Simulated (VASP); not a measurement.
**Li2S: single point with r2SCAN**

Crystal: Li2S.

```
Li S
1.0
     0.00000    2.84529    2.84529
     2.84529    0.00000    2.84529
     2.84529    2.84529    0.00000
Li S
2 1
Direct
  0.25000 0.25000 0.25000
  0.75000 0.75000 0.75000
  0.00000 0.00000 0.00000
```

```
Program                : VASP 6.6.1
Task                   : single point
Functional             : r2SCAN
Potentials or basis    : VASP PAW PBE potentials, release 64 (Li_sv, S)
Cutoff                 : 830 eV
k mesh                 : 8 × 8 × 8
Occupations            : fermi-dirac, width 0.02 eV
Spin                   : no spin polarisation
Dipole correction      : no
Further INCAR settings : ALGO = Normal; EDIFF = 1e-06; NBANDS = 13
```

- Pressure: -0.2 GPa
- Band gap on the k mesh: 3.86 eV (least direct gap 5.05 eV)

Levels at points of the mesh, in eV from the valence-band top:
```
           k point  band 2  band 3  band 4  band 5  band 6  band 7  band 8  band 9  band 10  band 11
(0.00, 0.00, 0.00)  -45.56  -11.49    0.00    0.00    0.00    5.05    6.91    6.91     6.91    11.76
(0.50, 0.00, 0.00)  -45.58  -11.05   -2.89   -0.51   -0.51    6.98    7.19    7.19     9.13    13.73
(0.50, 0.50, 0.00)  -45.57  -10.92   -2.16   -1.44   -1.44    3.86    7.90   12.16    12.16    13.36
```

Wall time 6.1 min on 1 thread of Intel Xeon 8259CL, with other jobs on the host, peak memory 0.26 GiB.

Caveat: the PAW data sets were made with another functional, which shifts forces and pressure a little. r2SCAN opens gaps a little over a GGA but as a rule still falls short of measured ones.
